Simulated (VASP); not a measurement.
# KMgF3 (Pm-3m) in VASP: a series of runs

Runs on KMgF3. Level: PBE. Tasks: single point, relaxation of volume and atoms at fixed shape.

Program: VASP 6.6.1. These are calculated values, not measurements. Logs are shortened: lines on timing, memory, paths and dates and some standing lists are left out, and cuts for length are marked.

### Step 1. The cell of the first run

It takes space group Pm-3m (No. 221, cubic). The conventional cell has a = 4.055 Å, b = 4.055 Å, c = 4.055 Å, α = 90.00°, β = 90.00°, γ = 90.00°. K (site symmetry m-3m) has 12 F at 2.87 Å and 8 Mg at 3.51 Å within 3.8 Å. Within 2.7 Å of Mg (site symmetry m-3m) lie 6 F at 2.03 Å. Within 2.7 Å of F (site symmetry 4/mmm) lie 2 Mg at 2.03 Å.

### Step 2. Single point, PBE

Input file INCAR:

```
PREC = Accurate
ENCUT = 520
EDIFF = 1E-7
ISMEAR = 0
SIGMA = 0.01
LREAL = False
LASPH = True
NELM = 60
ALGO = Normal
ISIF = 2
LWAVE = False
LCHARG = False
GGA = PE
NBANDS = 24
```

Input file KPOINTS:

```
Automatic mesh
0
Gamma
  5 5 5
```

Input file POSCAR:

```
KMgF3
1.0
    4.0546433358      0.0000000000      0.0000000000
    0.0000000000      4.0546433358      0.0000000000
    0.0000000000      0.0000000000      4.0546433358
K Mg F
1 1 3
Direct
    0.5000000000      0.5000000000      0.5000000000
    0.0000000000      0.0000000000      0.0000000000
    0.5000000000      0.0000000000      0.0000000000
    0.0000000000      0.5000000000      0.0000000000
    0.0000000000      0.0000000000      0.5000000000
```

Potentials or basis: VASP PAW PBE potentials, release 64 (K_sv, Mg, F).

Run with:

```sh
cat potpaw_PBE.64/K_sv/POTCAR potpaw_PBE.64/Mg/POTCAR potpaw_PBE.64/F/POTCAR > POTCAR
mpirun -np 1 vasp_std > vasp.out
```

OUTCAR:

```text
PREC = Accurate
   ENCUT = 520
   EDIFF = 1E-7
   ISMEAR = 0
   LREAL = False
   LASPH = True
   NELM = 60
   ISIF = 2
   GGA = PE

 ion  position               nearest neighbor table
   1  0.500  0.500  0.500-   2 3.51   2 3.51   2 3.51   2 3.51   2 3.51   2 3.51   2 3.51   2 3.51

   2  0.000  0.000  0.000-   3 2.03   4 2.03   5 2.03   5 2.03   4 2.03   3 2.03   1 3.51   1 3.51
                             1 3.51   1 3.51   1 3.51   1 3.51   1 3.51   1 3.51
   3  0.500  0.000  0.000-   2 2.03   2 2.03
   4  0.000  0.500  0.000-   2 2.03   2 2.03
   5  0.000  0.000  0.500-   2 2.03   2 2.03

  LATTYP: Found a simple cubic cell.
 ALAT       =     4.0546433358

  Lattice vectors:

 A1 = (   4.0546433358,   0.0000000000,   0.0000000000)
 A2 = (   0.0000000000,   4.0546433358,   0.0000000000)
 A3 = (   0.0000000000,   0.0000000000,   4.0546433358)

Analysis of symmetry for initial positions (statically):
=====================================================================
 Subroutine PRICEL returns:
 Original cell was already a primitive cell.

 Routine SETGRP: Setting up the symmetry group for a
 simple cubic supercell.

 Subroutine GETGRP returns: Found 48 space group operations
 (whereof 48 operations were pure point group operations)
 out of a pool of 48 trial point group operations.

The static configuration has the point symmetry O_h .

Analysis of symmetry for dynamics (positions and initial velocities):
=====================================================================
 Subroutine PRICEL returns:
 Original cell was already a primitive cell.

 Routine SETGRP: Setting up the symmetry group for a
 simple cubic supercell.

 Subroutine GETGRP returns: Found 48 space group operations
 (whereof 48 operations were pure point group operations)
 out of a pool of 48 trial point group operations.

The dynamic configuration has the point symmetry O_h .

 Subroutine INISYM returns: Found 48 space group operations
 (whereof 48 operations are pure point group operations),
 and found     1 'primitive' translations

----------------------------------------------------------------------------------------

                                     Primitive cell

  volume of cell :      66.6589

  direct lattice vectors                    reciprocal lattice vectors
     4.054643336  0.000000000  0.000000000     0.246630817  0.000000000  0.000000000
     0.000000000  4.054643336  0.000000000     0.000000000  0.246630817  0.000000000
     0.000000000  0.000000000  4.054643336     0.000000000  0.000000000  0.246630817

  length of vectors
     4.054643336  4.054643336  4.054643336     0.246630817  0.246630817  0.246630817

  position of ions in fractional coordinates (direct lattice)
     0.500000000  0.500000000  0.500000000
     0.000000000  0.000000000  0.000000000
     0.500000000  0.000000000  0.000000000
     0.000000000  0.500000000  0.000000000
     0.000000000  0.000000000  0.500000000

  ion indices of the primitive-cell ions
   primitive index   ion index
                 1           1
                 2           2
                 3           3
                 4           4
                 5           5

----------------------------------------------------------------------------------------

 KPOINTS: Automatic mesh

Automatic generation of k-mesh.
 Grid dimensions read from file:
 generate k-points for:    5    5    5

 Generating k-lattice:

  Cartesian coordinates                     Fractional coordinates (reciprocal lattice)
     0.049326163  0.000000000  0.000000000     0.200000000  0.000000000  0.000000000
     0.000000000  0.049326163  0.000000000     0.000000000  0.200000000  0.000000000
     0.000000000  0.000000000  0.049326163     0.000000000  0.000000000  0.200000000

  Length of vectors
     0.049326163  0.049326163  0.049326163

  Shift w.r.t. Gamma in fractional coordinates (k-lattice)
     0.000000000  0.000000000  0.000000000

 Subroutine IBZKPT returns following result:
 ===========================================

 Found     10 irreducible k-points:

 Following reciprocal coordinates:
            Coordinates               Weight
  0.000000  0.000000  0.000000      1.000000
  0.200000  0.000000  0.000000      6.000000
  0.400000  0.000000  0.000000      6.000000
  0.200000  0.200000  0.000000     12.000000
  0.400000  0.200000  0.000000     24.000000
  0.400000  0.400000  0.000000     12.000000
  0.200000  0.200000  0.200000      8.000000
  0.400000  0.200000  0.200000     24.000000
  0.400000  0.400000  0.200000     24.000000
  0.400000  0.400000  0.400000      8.000000
   k-points           NKPTS =     10   k-points in BZ     NKDIM =     10   number of bands    NBANDS=     24
   number of dos      NEDOS =    301   number of ions     NIONS =      5
   total plane-waves  NPLWV =  27000
   dimension x,y,z NGX =    30 NGY =   30 NGZ =   30
   dimension x,y,z NGXF=    60 NGYF=   60 NGZF=   60
   ions per type =               1   1   3
   NGX,Y,Z   is equivalent  to a cutoff of  12.30, 12.30, 12.30 a.u.
   NGXF,Y,Z  is equivalent  to a cutoff of  24.60, 24.60, 24.60 a.u.
 SYSTEM =  unknown system
   PREC   = accura    normal or accurate (medium, high low for compatibility)
   ISTART =      0    job   : 0-new  1-cont  2-samecut
   ICHARG =      2    charge: 1-file 2-atom 10-const
   ISPIN  =      1    spin polarized calculation?
   LNONCOLLINEAR =      F non collinear calculations
   LSORBIT =      F    spin-orbit coupling
   LASPH  =      T    aspherical Exc in radial PAW
   ENCUT  =  520.0 eV  38.22 Ry    6.18 a.u.   7.54  7.54  7.54*2*pi/ulx,y,z
   NELM   =     60;   NELMIN=  2; NELMDL= -5     # of ELM steps
   EDIFF  = 0.1E-06   stopping-criterion for ELM
   LREAL  =      F    real-space projection
   EDIFFG = 0.1E-05   stopping-criterion for IOM
   NSW    =      0    number of steps for IOM
   IBRION =     -1    ionic relax: 0-MD 1-quasi-New 2-CG
   NFREE  =      0    steps in history (QN), initial steepest desc. (CG)
   ISIF   =      2    stress and relaxation
   ISYM   =      2    0-nonsym 1-usesym 2-fastsym
   POTIM  = 0.5000    time-step for ionic-motion
   TEBEG  =    0.0;   TEEND  =   0.0 temperature during run
   PSTRESS=    0.0 pullay stress
   NELECT =      32.0000    total number of electrons
   NUPDOWN=      -1.0000    fix difference up-down
   EMIN   =  10.00;   EMAX   =-10.00  energy-range for DOS
   EFERMI =   0.00;   METHOD = LEGACY
   ISMEAR =     0;   SIGMA  =   0.01  broadening in eV -4-tet -1-fermi 0-gaus
   EFERMI_NEDOS =   21; number of points for ismear=-14 and -15
   IALGO  =     38    algorithm
   IMIX   =      4    mixing-type and parameters
     AMIX     =   0.40;   BMIX     =  1.00
     AMIX_MAG =   1.60;   BMIX_MAG =  1.00
  volume/ion in A,a.u.               =      13.33        89.97
  Fermi-wavevector in a.u.,A,eV,Ry     =   1.281855  2.422354 22.356436  1.643152
  Thomas-Fermi vector in A             =   2.414200
   LORBIT       =      0    0 simple, 1 ext, 2 COOP (PROOUT), +10 PAW based schemes
   GGA     = PE    functional components
   LHFCALC =     F    Hartree Fock is set to
   AEXX    =    0.0000 exact exchange contribution
   IVDW    =     0    specifies the selected vdW correction
   LEPSILON=     F    determine dielectric tensor
   LRPA    =     F    only Hartree local field effects (RPA)
 non-spin polarized calculation
 Gauss-broadening in eV      SIGMA  =   0.01
  energy-cutoff  :      520.00
  volume of cell :       66.66
 maximum number of plane-waves:      1812
 NGX is ok and might be reduce to    30
   NGX = 15   NGY = 15   NGZ = 15

 number of electron      31.9999960 magnetization

 Free energy of the ion-electron system (eV)
  ---------------------------------------------------
  ext. energy  EPLUGINS =         0.00000000
  ---------------------------------------------------
  free energy    TOTEN  =       -24.44964947 eV

  energy without entropy =      -24.44964947  energy(sigma->0) =      -24.44964947

 E-fermi :  -1.7581     XC(G=0):  -9.4320

 val. band max:       -1.9096645744   @ k =   0.4000   0.4000   0.4000
 cond. band min:       5.0748785077   @ k =   0.0000   0.0000   0.0000
 fundamental gap:      6.9845430821
 Fermi energy:        -1.7581409973

 k-point     1 :       0.0000    0.0000    0.0000
  band No.  band energies     occupation
      1     -27.6130      2.00000
      2     -21.8393      2.00000
      3     -21.2506      2.00000
      4     -21.2506      2.00000
      5     -11.0981      2.00000
      6     -11.0981      2.00000
[... 16 lines left out ...]
     23      11.5698      0.00000
     24      14.4559      0.00000

 k-point     2 :       0.2000    0.0000    0.0000
  band No.  band energies     occupation
      1     -27.6058      2.00000
      2     -21.7984      2.00000
      3     -21.2975      2.00000
      4     -21.2484      2.00000
      5     -11.0976      2.00000
      6     -11.0831      2.00000
[... 16 lines left out ...]
     23      11.5574      0.00000
     24      14.2924      0.00000

 k-point     3 :       0.4000    0.0000    0.0000
  band No.  band energies     occupation
      1     -27.5941      2.00000
      2     -21.7116      2.00000
      3     -21.3943      2.00000
      4     -21.2446      2.00000
      5     -11.0969      2.00000
      6     -11.0585      2.00000
[... 16 lines left out ...]
     23      11.8492      0.00000
     24      13.6426      0.00000

 k-point     4 :       0.2000    0.2000    0.0000
  band No.  band energies     occupation
      1     -27.5993      2.00000
      2     -21.7566      2.00000
      3     -21.3144      2.00000
      4     -21.2719      2.00000
      5     -11.1200      2.00000
      6     -11.0723      2.00000
[... 16 lines left out ...]
     23      11.6480      0.00000
     24      13.5160      0.00000

 k-point     5 :       0.4000    0.2000    0.0000
  band No.  band energies     occupation
      1     -27.5886      2.00000
      2     -21.6640      2.00000
      3     -21.3987      2.00000
      4     -21.2784      2.00000
      5     -11.1245      2.00000
      6     -11.0870      2.00000
[... 16 lines left out ...]
     23      11.9461      0.00000
     24      13.1591      0.00000

 k-point     6 :       0.4000    0.4000    0.0000
  band No.  band energies     occupation
      1     -27.5798      2.00000
      2     -21.5531      2.00000
      3     -21.4145      2.00000
      4     -21.3587      2.00000
      5     -11.1593      2.00000
      6     -11.1415      2.00000
[... 16 lines left out ...]
     23      12.1866      0.00000
     24      12.2783      0.00000

 k-point     7 :       0.2000    0.2000    0.2000
  band No.  band energies     occupation
      1     -27.5933      2.00000
      2     -21.7155      2.00000
      3     -21.3108      2.00000
      4     -21.3108      2.00000
      5     -11.1209      2.00000
      6     -11.1209      2.00000
[... 16 lines left out ...]
     23      11.8005      0.00000
     24      13.8013      0.00000

 k-point     8 :       0.4000    0.2000    0.2000
  band No.  band energies     occupation
      1     -27.5837      2.00000
      2     -21.6225      2.00000
      3     -21.3991      2.00000
      4     -21.3046      2.00000
      5     -11.1458      2.00000
      6     -11.1224      2.00000
[... 16 lines left out ...]
     23      12.0781      0.00000
     24      13.2218      0.00000

 k-point     9 :       0.4000    0.4000    0.2000
  band No.  band energies     occupation
      1     -27.5757      2.00000
      2     -21.5257      2.00000
      3     -21.4090      2.00000
      4     -21.3682      2.00000
      5     -11.1848      2.00000
      6     -11.1733      2.00000
[... 16 lines left out ...]
     23      12.4095      0.00000
     24      12.6246      0.00000

 k-point    10 :       0.4000    0.4000    0.4000
  band No.  band energies     occupation
      1     -27.5692      2.00000
      2     -21.4642      2.00000
      3     -21.4003      2.00000
      4     -21.4003      2.00000
      5     -11.2259      2.00000
      6     -11.2259      2.00000
[... 16 lines left out ...]
     23      12.6645      0.00000
     24      13.1232      0.00000

------------------------ aborting loop because EDIFF is reached ----------------------------------------

  FORCE on cell =-STRESS in cart. coord.  units (eV):
  Direction    XX          YY          ZZ          XY          YZ          ZX
  --------------------------------------------------------------------------------------
  -------------------------------------------------------------------------------------
  Total       -0.1814180     -0.1814180     -0.1814180      0.0000000     -0.0000000      0.0000000
  in kB       -4.3604673     -4.3604673     -4.3604673      0.0000000     -0.0000000      0.0000000
  external PRESSURE =      -4.3604673 kB  Pullay stress =       0.0000000 kB

 VOLUME and BASIS-vectors are now :
 -----------------------------------------------------------------------------
  energy-cutoff  :      520.00
  volume of cell :       66.66
      direct lattice vectors                 reciprocal lattice vectors
     4.054643336  0.000000000  0.000000000     0.246630817  0.000000000  0.000000000
     0.000000000  4.054643336  0.000000000     0.000000000  0.246630817  0.000000000
     0.000000000  0.000000000  4.054643336     0.000000000  0.000000000  0.246630817

 POSITION                                       TOTAL-FORCE (eV/Angst)
 -----------------------------------------------------------------------------------
      2.02732      2.02732      2.02732         0.000000      0.000000      0.000000
      0.00000      0.00000      0.00000         0.000000      0.000000      0.000000
      2.02732      0.00000      0.00000         0.000000      0.000000      0.000000
      0.00000      2.02732      0.00000         0.000000      0.000000      0.000000
      0.00000      0.00000      2.02732         0.000000      0.000000      0.000000
 -----------------------------------------------------------------------------------
    total drift:                                0.000000     -0.000000      0.000000

  FREE ENERGIE OF THE ION-ELECTRON SYSTEM (eV)
  ---------------------------------------------------
  free  energy   TOTEN  =       -24.4496494669 eV

  energy  without entropy=      -24.4496494669  energy(sigma->0) =      -24.44964947
```

Run time: 8.3 s. Hardware: 1 thread of Intel Xeon 6975P-C (Granite Rapids), shared host; peak memory 0.17 GiB.

What came out:

- Free energy: -24.4496 eV
- Pressure: -0.4 GPa
- Band gap on the k mesh: 6.98 eV (least direct gap 7.25 eV)

Levels at points of the mesh, in eV from the valence-band top:
```tsv
k point	band 13	band 14	band 15	band 16	band 17	band 18	band 19	band 20
(0.00, 0.00, 0.00)	-0.52	-0.26	-0.26	-0.26	6.98	10.07	10.07	12.16
```

Caveat: an odd mesh through Γ misses points on the zone boundary, where band edges can lie.

### Step 3. Relaxation of volume and atoms at fixed shape, PBE

This run uses another cell than the first one, of 12.67 Å³/atom.

Input file INCAR:

```
SYSTEM = KMgF3
PREC     = Accurate       ! precision mode
ENCUT    = 600            ! plane-wave cutoff, eV
EDIFF    = 1E-7           ! SCF threshold, eV
ISMEAR   = 0              ! smearing method
SIGMA    = 0.01           ! smearing width, eV
LREAL    = .FALSE.        ! projectors in reciprocal space
LASPH    = .TRUE.         ! aspherical terms in the spheres
NELM     = 60             ! most SCF steps
ALGO     = Normal         ! electronic algorithm
ISIF     = 8              ! what is computed and relaxed
LWAVE    = .FALSE.        ! write WAVECAR
LCHARG   = .FALSE.        ! write CHGCAR
GGA      = PE             ! functional
IBRION   = 2              ! ionic algorithm
NSW      = 80             ! ionic steps
EDIFFG   = -0.02          ! ionic threshold
```

Input file KPOINTS:

```
regular mesh
0
G
  5 5 5
  0 0 0
```

POSCAR, as its differences from that of step 2:

```diff
@@ -2,5 +2,5 @@
 1.0
-    4.0546433358      0.0000000000      0.0000000000
-    0.0000000000      4.0546433358      0.0000000000
-    0.0000000000      0.0000000000      4.0546433358
+    3.9859000000      0.0000000000      0.0000000000
+    0.0000000000      3.9859000000      0.0000000000
+    0.0000000000      0.0000000000      3.9859000000
 K Mg F
```

Potentials or basis: VASP PAW PBE potentials, release 64 (K_sv, Mg, F).

Run with:

```sh
cat potpaw_PBE.64/K_sv/POTCAR potpaw_PBE.64/Mg/POTCAR potpaw_PBE.64/F/POTCAR > POTCAR
mpirun -np 1 vasp_std > vasp.out
```

It took 18 s on 1 thread of Intel Xeon 6975P-C (Granite Rapids), shared host; peak memory 0.18 GiB.

It converged, with:

```
Free energy                           : -24.4496 eV
Relaxed volume                        : 13.24 Å³/atom
Relaxed cell                          : a = 4.045 Å, b = 4.045 Å, c = 4.045 Å, α = 90.00°, β = 90.00°, γ = 90.00°
Space group after relaxing (to 0.1 Å) : Pm-3m (No. 221)
Energy gained by relaxing             : 5.5 meV/atom
Ionic steps                           : 3
Pressure after relaxing               : 0.0 GPa
Band gap on the k mesh                : 7.04 eV (least direct gap 7.30 eV)
```

The path:
```
step  energy change (eV)  largest force (eV/Å)  pressure (GPa)  volume (Å³)
   1              0.0000                0.0000            3.24        63.33
   2             -0.0269                0.0000            0.48        65.70
   3             -0.0276                0.0000           -0.01        66.18
```

Final structure:
```yaml
crystal:
  lattice:
    - [4.04486, 0.00000, 0.00000]
    - [0.00000, 4.04486, 0.00000]
    - [0.00000, 0.00000, 4.04486]
  atoms:
    - { symbol: K, position: [0.50000, 0.50000, 0.50000] }
    - { symbol: Mg, position: [0.00000, 0.00000, 0.00000] }
    - { symbol: F, position: [0.50000, 0.00000, 0.00000] }
    - { symbol: F, position: [0.00000, 0.50000, 0.00000] }
    - { symbol: F, position: [0.00000, 0.00000, 0.50000] }
```

Levels at points of the mesh, in eV from the valence-band top:
```csv
k point,band 12,band 13,band 14,band 15,band 16,band 17,band 18,band 19,band 20
"(0.00, 0.00, 0.00)",-0.52,-0.52,-0.26,-0.26,-0.26,7.04,10.08,10.08,12.18
```

Caveat: an odd mesh through Γ misses points on the zone boundary, where band edges can lie.
